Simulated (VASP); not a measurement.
Set up this calculation in VASP 6.6.1, as the native input.

- Task: relaxation of cell and atoms
- Functional: PBEsol
- Potentials or basis: VASP PAW PBE potentials, release 64 (Ta_pv)
- Cutoff: 600 eV
- k mesh: 15 × 15 × 15
- Occupations: fermi-dirac, width 0.05 eV
- Spin: no spin polarisation
- Target pressure: 40 GPa
- Dipole correction: no
- Further INCAR settings: ALGO = Normal; EDIFF = 1e-06; IBRION = 2; EDIFFG = -0.02; NSW = 80; ISIF = 3

The structure of Ta lies in POSCAR:

```
Ta
1.0
    2.7100000000      0.0000000000      0.0000000000
    0.0000000000      2.7100000000      0.0000000000
    0.0000000000      0.0000000000      2.7100000000
Ta
1
Direct
    0.0000000000      0.0000000000      0.0000000000
```

These files were run (other wordings do the same):

INCAR

```
PREC     = Accurate       # precision mode
ENCUT    = 600            # plane-wave cutoff, eV
EDIFF    = 1E-6           # SCF threshold, eV
ISMEAR   = -1             # smearing method
SIGMA    = 0.05           # smearing width, eV
LREAL    = F              # projectors in reciprocal space
LASPH    = T              # aspherical terms in the spheres
NELM     = 100            # most SCF steps
ALGO     = Normal         # electronic algorithm
ISIF     = 3              # what is computed and relaxed
LWAVE    = F              # write WAVECAR
LCHARG   = F              # write CHGCAR
GGA      = PS             # functional
IBRION   = 2              # ionic algorithm
NSW      = 80             # ionic steps
EDIFFG   = -0.02          # ionic threshold
PSTRESS  = 400.0
```

KPOINTS

```
Automatic mesh
0
Gamma
  15 15 15
```

Potentials or basis: VASP PAW PBE potentials, release 64 (Ta_pv).

The run is started by

```bash
$ cat potpaw_PBE.64/Ta_pv/POTCAR > POTCAR
$ mpirun -np 1 vasp_std > vasp.out
```

Results of the run:

```json
{
  "Relaxed volume": "16.62 Å³/atom",
  "Relaxed cell": "a = 2.552 Å, b = 2.552 Å, c = 2.552 Å, α = 90.00°, β = 90.00°, γ = 90.00°",
  "Space group after relaxing (to 0.05 Å)": "Pm-3m (No. 221)",
  "Energy change on relaxing (the enthalpy is what falls)": "+362.2 meV/atom",
  "Ionic steps": "5",
  "Pressure after relaxing": "40.1 GPa"
}
```

Caveat: the cell is relaxed towards a set pressure, so the enthalpy falls and the energy may rise; the volume moved by over 15 % at a fixed basis, so the end points are rough; the PAW data sets were made with another functional, which shifts forces and pressure a little.

Run time: 2.2 min on 1 thread of Intel Xeon 8259CL, with other jobs on the host, peak memory 0.19 GiB.
